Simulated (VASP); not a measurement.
# B (Pm-3m) in VASP: further runs, part 2 of 2

VASP 6.6.1. Earlier steps stand in the parts before.

**3. Single point, revPBE (volume scaled by 0.88)**

Contents of INCAR:

```
SYSTEM = B
PREC = Accurate ; ENCUT = 520
EDIFF = 1E-6 ; ISMEAR = -1
SIGMA = 0.1 ; LREAL = .FALSE.
LASPH = .TRUE. ; NELM = 80
ALGO = Normal ; ISIF = 2
LWAVE = .FALSE. ; LCHARG = .FALSE.
GGA = RE ; NBANDS = 8
```

Contents of KPOINTS:

```
regular mesh
0
G
  18 18 18
  0 0 0
```

Contents of POSCAR:

```
B
1.0
    1.8129623938      0.0000000000      0.0000000000
    0.0000000000      1.8129623938      0.0000000000
    0.0000000000      0.0000000000      1.8129623938
B
1
Direct
    0.0000000000      0.0000000000      0.0000000000
```

Potentials or basis: VASP PAW PBE potentials, release 64 (B).

Started as:

```
cat potpaw_PBE.64/B/POTCAR > POTCAR
mpirun -np 1 vasp_std > vasp.out
```

OUTCAR:

```text
SYSTEM = B
   PREC = Accurate
   ENCUT = 520
   EDIFF = 1E-6
   ISMEAR = -1
   LREAL = .FALSE.
   LASPH = .TRUE.
   NELM = 80
   ISIF = 2
   GGA = RE

 ion  position               nearest neighbor table
   1  0.000  0.000  0.000-

  LATTYP: Found a simple cubic cell.
 ALAT       =     1.8129623938

  Lattice vectors:

 A1 = (   1.8129623938,   0.0000000000,   0.0000000000)
 A2 = (   0.0000000000,   1.8129623938,   0.0000000000)
 A3 = (   0.0000000000,   0.0000000000,   1.8129623938)

Analysis of symmetry for initial positions (statically):
=====================================================================
 Subroutine PRICEL returns:
 Original cell was already a primitive cell.

 Routine SETGRP: Setting up the symmetry group for a
 simple cubic supercell.

 Subroutine GETGRP returns: Found 48 space group operations
 (whereof 48 operations were pure point group operations)
 out of a pool of 48 trial point group operations.

The static configuration has the point symmetry O_h .

Analysis of symmetry for dynamics (positions and initial velocities):
=====================================================================
 Subroutine PRICEL returns:
 Original cell was already a primitive cell.

 Routine SETGRP: Setting up the symmetry group for a
 simple cubic supercell.

 Subroutine GETGRP returns: Found 48 space group operations
 (whereof 48 operations were pure point group operations)
 out of a pool of 48 trial point group operations.

The dynamic configuration has the point symmetry O_h .

 Subroutine INISYM returns: Found 48 space group operations
 (whereof 48 operations are pure point group operations),
 and found     1 'primitive' translations

----------------------------------------------------------------------------------------

[... 102 lines left out ...]
   NUPDOWN=      -1.0000    fix difference up-down
   EMIN   =  10.00;   EMAX   =-10.00  energy-range for DOS
   EFERMI =   0.00;   METHOD = LEGACY
   ISMEAR =    -1;   SIGMA  =   0.10  broadening in eV -4-tet -1-fermi 0-gaus
   EFERMI_NEDOS =   21; number of points for ismear=-14 and -15
   IALGO  =     38    algorithm
   IMIX   =      4    mixing-type and parameters
     AMIX     =   0.40;   BMIX     =  1.00
     AMIX_MAG =   1.60;   BMIX_MAG =  1.00
  volume/ion in A,a.u.               =       5.96        40.21
  Fermi-wavevector in a.u.,A,eV,Ry     =   1.302346  2.461077 23.076919  1.696106
  Thomas-Fermi vector in A             =   2.433420
   LORBIT       =      0    0 simple, 1 ext, 2 COOP (PROOUT), +10 PAW based schemes
   GGA     = RE    functional components
   LHFCALC =     F    Hartree Fock is set to
   AEXX    =    0.0000 exact exchange contribution
   IVDW    =     0    specifies the selected vdW correction
   LEPSILON=     F    determine dielectric tensor
   LRPA    =     F    only Hartree local field effects (RPA)
 non-spin polarized calculation
  energy-cutoff  :      520.00
  volume of cell :        5.96
 maximum number of plane-waves:       174
 NGX is ok and might be reduce to    14
   NGX =  7   NGY =  7   NGZ =  7

 number of electron       3.0000000 magnetization

 Free energy of the ion-electron system (eV)
  ---------------------------------------------------
  ext. energy  EPLUGINS =         0.00000000
  ---------------------------------------------------
  free energy    TOTEN  =        -5.29539882 eV

  energy without entropy =       -5.28536391  energy(sigma->0) =       -5.29038136

 E-fermi :   8.3692     XC(G=0): -12.8717

 val. band max:        8.3655432372   @ k =   0.3333   0.1111   0.1111
 cond. band min:       8.3768554843   @ k =   0.4444   0.3889   0.3889
 fundamental gap:      0.0113122471
 Fermi energy:         8.3692322627

 k-point     1 :       0.0000    0.0000    0.0000
  band No.  band energies     occupation
      1      -8.6767      2.00000
      2      23.3771      0.00000
      3      23.3771      0.00000
      4      23.3771      0.00000
      5      33.8090      0.00000
      6      33.8090      0.00000
      7      44.6634      0.00000
      8      66.0644      0.00000
[... 243 lines left out ...]
 k-point    24 :       0.3333    0.1111    0.0000
  band No.  band energies     occupation
      1      -4.2391      2.00000
      2       8.0386      1.92928
      3      23.4370      0.00000
      4      26.7454      0.00000
      5      38.5274      0.00000
      6      41.3172      0.00000
      7      49.7742      0.00000
      8      51.4076      0.00000

 [... further k-points ...]
[... 5 lines left out ...]
  --------------------------------------------------------------------------------------
  -------------------------------------------------------------------------------------
  Total        1.4013482      1.4013482      1.4013482      0.0000000     -0.0000000      0.0000000
  in kB      376.7820831    376.7820831    376.7820831      0.0000000     -0.0000000      0.0000000
  external PRESSURE =     376.7820831 kB  Pullay stress =       0.0000000 kB

 VOLUME and BASIS-vectors are now :
 -----------------------------------------------------------------------------
  energy-cutoff  :      520.00
  volume of cell :        5.96
      direct lattice vectors                 reciprocal lattice vectors
     1.812962394  0.000000000  0.000000000     0.551583421  0.000000000  0.000000000
     0.000000000  1.812962394  0.000000000     0.000000000  0.551583421  0.000000000
     0.000000000  0.000000000  1.812962394     0.000000000  0.000000000  0.551583421

 POSITION                                       TOTAL-FORCE (eV/Angst)
 -----------------------------------------------------------------------------------
      0.00000      0.00000      0.00000         0.000000      0.000000      0.000000
 -----------------------------------------------------------------------------------
    total drift:                                0.000000     -0.000000     -0.000000

  FREE ENERGIE OF THE ION-ELECTRON SYSTEM (eV)
  ---------------------------------------------------
  free  energy   TOTEN  =        -5.2953988213 eV

  energy  without entropy=       -5.2853639060  energy(sigma->0) =       -5.29038136
```

stdout:

```text
POSCAR found type information on POSCAR B
 POSCAR found :  1 types and       1 ions
 scaLAPACK will be used
 -----------------------------------------------------------------------------
|                                                                             |
|                                                                             |
|     You enforced a specific xc type in the INCAR file but a different       |
|     I HOPE YOU KNOW WHAT YOU ARE DOING!                                     |
|                                                                             |
 -----------------------------------------------------------------------------

 LDA part: xc-table for (Slater+PW92), standard interpolation
 POSCAR, INCAR and KPOINTS ok, starting setup
 FFT: planning ... GRIDC
 FFT: planning ... GRID_SOFT
 FFT: planning ... GRID
 WAVECAR not read
 entering main loop
```

It took 2.2 s on 1 thread of Intel Xeon 6975P-C (Granite Rapids), shared host; peak memory 0.1 GiB.

What came out:

```yaml
Free_energy: -5.2954 eV
Pressure: 37.7 GPa
```

Levels at points of the mesh, in eV from the Fermi level:
```
           k point  band 1  band 2  band 3  band 4  band 5  band 6
(0.00, 0.00, 0.00)  -17.05   15.01   15.01   15.01   25.44   25.44
(0.50, 0.00, 0.00)   -9.25   -6.41   19.45   19.45   32.33   33.43
(0.50, 0.50, 0.00)   -2.25   -2.25    5.40    8.12   23.08   43.45
(0.50, 0.50, 0.50)    3.77    3.77    3.77   17.28   17.28   17.28
```

Caveat: the PAW data sets were made with another functional, which shifts forces and pressure a little.

**4. Single point, revPBE (volume scaled by 0.92)**

Contents of INCAR:

```
  PREC = Accurate
  ENCUT = 520
  EDIFF = 1E-6
  ISMEAR = -1
  SIGMA = 0.1
  LREAL = False
  LASPH = True
  NELM = 80
  ALGO = Normal
  ISIF = 2
  LWAVE = False
  LCHARG = True
  GGA = RE
  LELF = True
  LVHAR = True
  NBANDS = 8
```

Contents of KPOINTS:

```
regular mesh
0
Gamma
  18 18 18
```

Contents of POSCAR:

```
B
1.0
    1.8400255239      0.0000000000      0.0000000000
    0.0000000000      1.8400255239      0.0000000000
    0.0000000000      0.0000000000      1.8400255239
B
1
Direct
    0.0000000000      0.0000000000      0.0000000000
```

Started as:

```
cat potpaw_PBE.64/B/POTCAR > POTCAR
mpirun -np 1 vasp_std > vasp.out
```

Wall time 2.1 s (1 thread of Intel Xeon 6975P-C (Granite Rapids), shared host); peak memory 0.11 GiB.

It converged, with:

- Free energy: -5.3465 eV
- Pressure: 22.9 GPa

Levels at points of the mesh, in eV from the Fermi level:
```tsv
k point	band 1	band 2	band 3	band 4	band 5	band 6
(0.00, 0.00, 0.00)	-16.59	14.48	14.48	14.48	24.85	24.85
(0.50, 0.00, 0.00)	-8.87	-6.37	18.72	18.72	31.42	32.56
(0.50, 0.50, 0.00)	-2.15	-2.15	4.93	8.10	22.17	42.23
(0.50, 0.50, 0.50)	3.63	3.63	3.63	16.96	16.96	16.96
```

Caveat: the PAW data sets were made with another functional, which shifts forces and pressure a little.

**5. Single point, revPBE (volume scaled by 0.96)**

Contents of INCAR:

```
SYSTEM = B
PREC = Accurate
ENCUT = 520
EDIFF = 1E-6
ISMEAR = -1
SIGMA = 0.1
LREAL = .False.
LASPH = .True.
NELM = 60
ALGO = Normal
ISIF = 2
LWAVE = .False.
LCHARG = .False.
GGA = RE
NBANDS = 8
```

Contents of KPOINTS:

```
regular mesh
0
Gamma
  18 18 18
  0 0 0
```

Contents of POSCAR:

```
B
1.0
    1.8663151547      0.0000000000      0.0000000000
    0.0000000000      1.8663151547      0.0000000000
    0.0000000000      0.0000000000      1.8663151547
B
1
Direct
    0.0000000000      0.0000000000      0.0000000000
```

Started as:

```
cat potpaw_PBE.64/B/POTCAR > POTCAR
mpirun -np 1 vasp_std > vasp.out
```

It took 2 s on 1 thread of Intel Xeon 6975P-C (Granite Rapids), shared host; peak memory 0.11 GiB.

It converged, with:

| Property | Result |
| --- | --- |
| Free energy | -5.3748 eV |
| Pressure | 10.7 GPa |

Levels at points of the mesh, in eV from the Fermi level:
```
           k point  band 1  band 2  band 3  band 4  band 5  band 6  band 7
(0.00, 0.00, 0.00)  -16.17   13.99   13.99   13.99   24.30   24.30   33.88
(0.50, 0.00, 0.00)   -8.53   -6.34   18.04   18.04   30.58   31.76   36.95
(0.50, 0.50, 0.00)   -2.05   -2.05    4.51    8.08   21.34   41.10   41.10
(0.50, 0.50, 0.50)    3.50    3.50    3.50   16.67   16.67   16.67   18.60
```

Caveat: the PAW data sets were made with another functional, which shifts forces and pressure a little.

**6. Summary**

```csv
cell,k mesh,gap on the mesh (eV),pressure (GPa)
"a = 1.892 Å, 1 atom",16 × 16 × 16,none,-0.1
"a = 1.813 Å, 1 atom",18 × 18 × 18,none,37.7
"a = 1.840 Å, 1 atom",18 × 18 × 18,none,22.9
"a = 1.866 Å, 1 atom",18 × 18 × 18,none,10.7
```

Alike in all rows: task single point; level revPBE; potentials or basis VASP PAW PBE potentials, release 64 (B); no spin polarisation; cutoff (eV) 520; smearing fermi-dirac 0.1 eV.

Caveats: the PAW data sets were made with another functional, which shifts forces and pressure a little.

Total energies depend on the potentials used, so only differences within one code and one set of settings carry meaning.
